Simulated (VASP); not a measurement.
# PbS (Pm-3m) in VASP: a series of runs, part 2 of 2

VASP 6.6.1.

**4. Single point, PBE0**

This run uses another cell than the first one, of 23.41 Å³/atom, 0.960 times its volume.

POSCAR reads:

```
PbS
1.0
    3.6042791765      0.0000000000      0.0000000000
    0.0000000000      3.6042791765      0.0000000000
    0.0000000000      0.0000000000      3.6042791765
Pb S
1 1
Direct
    0.0000000000      0.0000000000      0.0000000000
    0.5000000000      0.5000000000      0.5000000000
```

INCAR.step1 reads:

```
SYSTEM = PbS
PREC = Accurate ; ENCUT = 520
EDIFF = 1E-5 ; ISMEAR = -1
SIGMA = 0.05 ; LREAL = .False.
LASPH = .True. ; NELM = 80
ALGO = Normal ; ISIF = 2
LWAVE = .True. ; NBANDS = 17
GGA = PE
```

INCAR.step2 reads:

```
SYSTEM = PbS
PREC = Accurate ; ENCUT = 520
EDIFF = 1E-6 ; ISMEAR = -1
SIGMA = 0.05 ; LREAL = .False.
LASPH = .True. ; NELM = 80
ALGO = Normal ; ISIF = 2
LWAVE = .False. ; LCHARG = .True.
GGA = PE ; LHFCALC = .True.
AEXX = 0.25 ; PRECFOCK = Normal
LELF = .True. ; LVHAR = .True.
NBANDS = 17 ; ISTART = 1
```

KPOINTS reads:

```
Automatic mesh
0
Gamma
  4 4 4
  0 0 0
```

Potentials or basis: VASP PAW PBE potentials, release 64 (Pb_d, S).

Started as:

```bash
> cat potpaw_PBE.64/Pb_d/POTCAR potpaw_PBE.64/S/POTCAR > POTCAR
> cp INCAR.step1 INCAR
> mpirun -np 1 vasp_std > vasp.out
> cp INCAR.step2 INCAR
> mpirun -np 1 vasp_std > vasp.out
```

OUTCAR:

```text
SYSTEM = PbS
   PREC = Accurate
   ENCUT = 520
   EDIFF = 1E-6
   ISMEAR = -1
   LREAL = .False.
   LASPH = .True.
   NELM = 80
   ISIF = 2
   GGA = PE
   LHFCALC = .True.
   AEXX = 0.25
   PRECFOCK = Normal
   ISTART = 1

 ion  position               nearest neighbor table
   1  0.000  0.000  0.000-   2 3.12   2 3.12   2 3.12   2 3.12   2 3.12   2 3.12   2 3.12   2 3.12

   2  0.500  0.500  0.500-   1 3.12   1 3.12   1 3.12   1 3.12   1 3.12   1 3.12   1 3.12   1 3.12

  LATTYP: Found a simple cubic cell.
 ALAT       =     3.6042791765

  Lattice vectors:

 A1 = (   3.6042791765,   0.0000000000,   0.0000000000)
 A2 = (   0.0000000000,   3.6042791765,   0.0000000000)
 A3 = (   0.0000000000,   0.0000000000,   3.6042791765)

Analysis of symmetry for initial positions (statically):
=====================================================================
 Subroutine PRICEL returns:
 Original cell was already a primitive cell.

 Routine SETGRP: Setting up the symmetry group for a
 simple cubic supercell.

 Subroutine GETGRP returns: Found 48 space group operations
 (whereof 48 operations were pure point group operations)
[... 154 lines left out ...]

  energy without entropy =      -10.85644851  energy(sigma->0) =      -10.85645224

 E-fermi :   6.1536     XC(G=0):  -8.1857

 val. band max:        5.6732481284   @ k =   0.5000   0.5000   0.5000
 cond. band min:       6.6290292042   @ k =   0.5000   0.0000   0.0000
 fundamental gap:      0.9557810758
 Fermi energy:         6.1535578308

 k-point     1 :       0.0000    0.0000    0.0000
  band No.  band energies     occupation
      1     -12.8686      2.00000
      2     -12.8686      2.00000
      3     -12.6346      2.00000
      4     -12.6346      2.00000
      5     -12.6346      2.00000
      6      -9.0962      2.00000
[... 177 lines left out ...]
      4     -12.5617      2.00000
      5     -12.5617      2.00000
      6      -6.3908      2.00000
[... 9 lines left out ...]
     16      22.0371      0.00000
     17      24.7227      0.00000

------------------------ aborting loop because EDIFF is reached ----------------------------------------

  FORCE on cell =-STRESS in cart. coord.  units (eV):
  Direction    XX          YY          ZZ          XY          YZ          ZX
  --------------------------------------------------------------------------------------
  -------------------------------------------------------------------------------------
  Total       -0.1134943     -0.1134943     -0.1134943      0.0000000      0.0000000     -0.0000000
  in kB       -3.8835541     -3.8835541     -3.8835541      0.0000000      0.0000000     -0.0000000
  external PRESSURE =      -3.8835541 kB  Pullay stress =       0.0000000 kB

 VOLUME and BASIS-vectors are now :
 -----------------------------------------------------------------------------
  energy-cutoff  :      520.00
  volume of cell :       46.82
      direct lattice vectors                 reciprocal lattice vectors
     3.604279176  0.000000000  0.000000000     0.277447986  0.000000000  0.000000000
     0.000000000  3.604279176  0.000000000     0.000000000  0.277447986  0.000000000
     0.000000000  0.000000000  3.604279176     0.000000000  0.000000000  0.277447986

 POSITION                                       TOTAL-FORCE (eV/Angst)
 -----------------------------------------------------------------------------------
      0.00000      0.00000      0.00000         0.000000      0.000000      0.000000
      1.80214      1.80214      1.80214         0.000000      0.000000      0.000000
 -----------------------------------------------------------------------------------
    total drift:                                0.000002      0.000002     -0.000001

  FREE ENERGIE OF THE ION-ELECTRON SYSTEM (eV)
  ---------------------------------------------------
  free  energy   TOTEN  =       -10.8564559698 eV

  energy  without entropy=      -10.8564485082  energy(sigma->0) =      -10.85645224
```

OUTCAR.step1:

```text
SYSTEM = PbS
   PREC = Accurate
   ENCUT = 520
   EDIFF = 1E-5
   ISMEAR = -1
   LREAL = .False.
[... 406 lines left out ...]
      0.00000      0.00000      0.00000         0.000000      0.000000      0.000000
      1.80214      1.80214      1.80214         0.000000      0.000000      0.000000
 -----------------------------------------------------------------------------------
    total drift:                                0.000000      0.000000      0.000000

  FREE ENERGIE OF THE ION-ELECTRON SYSTEM (eV)
  ---------------------------------------------------
  free  energy   TOTEN  =        -8.1759936992 eV

  energy  without entropy=       -8.1723833880  energy(sigma->0) =       -8.17418854
```

Run time: 16 min. Hardware: 1 thread of AMD EPYC 7R43 (Zen 3), shared host; peak memory 0.14 GiB.

What came out:

* Free energy: -10.8565 eV
* Pressure: -0.4 GPa
* Band gap on the k mesh: zero (band 10 reaches 6.63 eV, above the bottom of band 11 at 5.67 eV)

Levels at points of the mesh, in eV from the Fermi level:
| k point | band 7 | band 8 | band 9 | band 10 | band 11 | band 12 | band 13 | band 14 |
| --- | --- | --- | --- | --- | --- | --- | --- | --- |
| (0.00, 0.00, 0.00) | -7.35 | -2.31 | -2.31 | -2.31 | 6.56 | 6.56 | 8.32 | 8.32 |
| (0.50, 0.00, 0.00) | -10.35 | -1.00 | -1.00 | 0.48 | 1.26 | 5.16 | 5.16 | 7.88 |
| (0.50, 0.50, 0.00) | -8.07 | -5.58 | -5.58 | -0.77 | 5.65 | 5.65 | 7.57 | 8.55 |
| (0.50, 0.50, 0.50) | -6.44 | -3.21 | -3.21 | -3.21 | -0.48 | -0.48 | -0.48 | 15.88 |

Caveat: the k points lie up to 0.44 Å⁻¹ apart; the PAW data sets were made with another functional, which shifts forces and pressure a little; spin-orbit coupling is left out, which moves the levels of the heavy elements.

**5. Single point, PBE0**

This run uses another cell than the first one, of 23.90 Å³/atom, 0.980 times its volume.

POSCAR reads:

```
PbS
1.0
    3.6291370598      0.0000000000      0.0000000000
    0.0000000000      3.6291370598      0.0000000000
    0.0000000000      0.0000000000      3.6291370598
Pb S
1 1
Direct
    0.0000000000      0.0000000000      0.0000000000
    0.5000000000      0.5000000000      0.5000000000
```

INCAR.step1 reads:

```
PREC = Accurate
ENCUT = 520
EDIFF = 1E-5
ISMEAR = -1
SIGMA = 0.05
LREAL = F
LASPH = T
NELM = 80
ALGO = Normal
ISIF = 2
LWAVE = T
GGA = PE
NBANDS = 17
```

INCAR.step2 reads:

```
PREC = Accurate
ENCUT = 520
EDIFF = 1E-7
ISMEAR = -1
SIGMA = 0.05
LREAL = F
LASPH = T
NELM = 80
ALGO = Normal
ISIF = 2
LWAVE = F
LCHARG = T
GGA = PE
LHFCALC = T
AEXX = 0.25
PRECFOCK = Normal
LELF = T
LVHAR = T
ISTART = 1
NBANDS = 17
```

KPOINTS reads:

```
Automatic mesh
0
Gamma
  4 4 4
```

Started as:

```bash
> cat potpaw_PBE.64/Pb_d/POTCAR potpaw_PBE.64/S/POTCAR > POTCAR
> cp INCAR.step1 INCAR
> mpirun -np 1 vasp_std > vasp.out
> cp INCAR.step2 INCAR
> mpirun -np 1 vasp_std > vasp.out
```

It took 13 min on 1 thread of AMD EPYC 7R43 (Zen 3), shared host; peak memory 0.14 GiB.

It converged, with:

| Property | Result |
| --- | --- |
| Free energy | -10.8507 eV |
| Pressure | -1.7 GPa |
| Band gap on the k mesh | zero (band 10 reaches 6.32 eV, above the bottom of band 11 at 5.49 eV) |

Levels at points of the mesh, in eV from the Fermi level:
```csv
k point,band 8,band 9,band 10,band 11,band 12,band 13
"(0.00, 0.00, 0.00)",-2.25,-2.25,-2.25,6.59,6.59,8.15
"(0.50, 0.00, 0.00)",-0.97,-0.97,0.41,1.24,5.12,5.12
"(0.50, 0.50, 0.00)",-5.44,-5.44,-0.75,5.57,5.57,7.44
"(0.50, 0.50, 0.50)",-3.12,-3.12,-3.12,-0.41,-0.41,-0.41
```

Caveat: the k points lie up to 0.43 Å⁻¹ apart; the PAW data sets were made with another functional, which shifts forces and pressure a little; spin-orbit coupling is left out, which moves the levels of the heavy elements.

**6. Single point, PBE0**

This run uses another cell than the first one, of 24.87 Å³/atom, 1.020 times its volume.

POSCAR reads:

```
PbS
1.0
    3.6778561224      0.0000000000      0.0000000000
    0.0000000000      3.6778561224      0.0000000000
    0.0000000000      0.0000000000      3.6778561224
Pb S
1 1
Direct
    0.0000000000      0.0000000000      0.0000000000
    0.5000000000      0.5000000000      0.5000000000
```

INCAR.step1 reads:

```
SYSTEM = PbS
  PREC = Accurate
  ENCUT = 520
  EDIFF = 1E-5
  ISMEAR = -1
  SIGMA = 0.05
  LREAL = .False.
  LASPH = .True.
  NELM = 80
  ALGO = Normal
  ISIF = 2
  LWAVE = .True.
  LCHARG = .False.
  GGA = PE
  NBANDS = 17
```

INCAR.step2 reads:

```
SYSTEM = PbS
  PREC = Accurate
  ENCUT = 520
  EDIFF = 1E-6
  ISMEAR = -1
  SIGMA = 0.05
  LREAL = .False.
  LASPH = .True.
  NELM = 80
  ALGO = Normal
  ISIF = 2
  LWAVE = .False.
  LCHARG = .False.
  GGA = PE
  LHFCALC = .True.
  AEXX = 0.25
  PRECFOCK = Normal
  ISTART = 1
  NBANDS = 17
```

KPOINTS reads:

```
regular mesh
0
Gamma
  4 4 4
  0 0 0
```

Potentials or basis: VASP PAW PBE potentials, release 64 (Pb_d, S).

Started as:

```bash
> cat potpaw_PBE.64/Pb_d/POTCAR potpaw_PBE.64/S/POTCAR > POTCAR
> cp INCAR.step1 INCAR
> mpirun -np 1 vasp_std > vasp.out
> cp INCAR.step2 INCAR
> mpirun -np 1 vasp_std > vasp.out
```

Run time: 8.8 min. Hardware: 1 thread of AMD EPYC 7R43 (Zen 3), shared host; peak memory 0.14 GiB.

It converged, with:

| Quantity | Value |
| --- | --- |
| Free energy | -10.8178 eV |
| Pressure | -3.8 GPa |
| Band gap on the k mesh | zero (band 10 reaches 5.73 eV, above the bottom of band 11 at 5.16 eV) |

Levels at points of the mesh, in eV from the Fermi level:
```csv
k point,band 8,band 9,band 10,band 11,band 12,band 13
"(0.00, 0.00, 0.00)",-2.13,-2.13,-2.13,6.64,6.64,7.84
"(0.50, 0.00, 0.00)",-0.93,-0.93,0.29,1.19,5.05,5.05
"(0.50, 0.50, 0.00)",-5.17,-5.17,-0.70,5.40,5.40,7.17
"(0.50, 0.50, 0.50)",-2.97,-2.97,-2.97,-0.29,-0.29,-0.29
```

Caveat: the k points lie up to 0.43 Å⁻¹ apart; the PAW data sets were made with another functional, which shifts forces and pressure a little; spin-orbit coupling is left out, which moves the levels of the heavy elements.

**7. Summary**

| level | cell | share of exact exchange | screening parameter | gap on the mesh (eV) | pressure (GPa) |
| --- | --- | --- | --- | --- | --- |
| PBE-based screened hybrid | a = 3.654 Å, 2 atoms | 0.4 | 0.2 1/Å | 0.22 | -1.9 |
| PBE0 | a = 3.579 Å, 2 atoms | - | - | none | 1.1 |
| PBE0 | a = 3.604 Å, 2 atoms | - | - | none | -0.4 |
| PBE0 | a = 3.629 Å, 2 atoms | - | - | none | -1.7 |
| PBE0 | a = 3.678 Å, 2 atoms | - | - | none | -3.8 |

Alike in all rows: task single point; potentials or basis VASP PAW PBE potentials, release 64 (Pb_d, S); no spin polarisation; k mesh 4 × 4 × 4; cutoff (eV) 520; smearing fermi-dirac 0.05 eV.

Caveats: all runs use coarse meshes; the PAW data sets were made with another functional, which shifts forces and pressure a little; spin-orbit coupling is left out, which moves the levels of the heavy elements.

Total energies depend on the potentials used, so only differences within one code and one set of settings carry meaning.
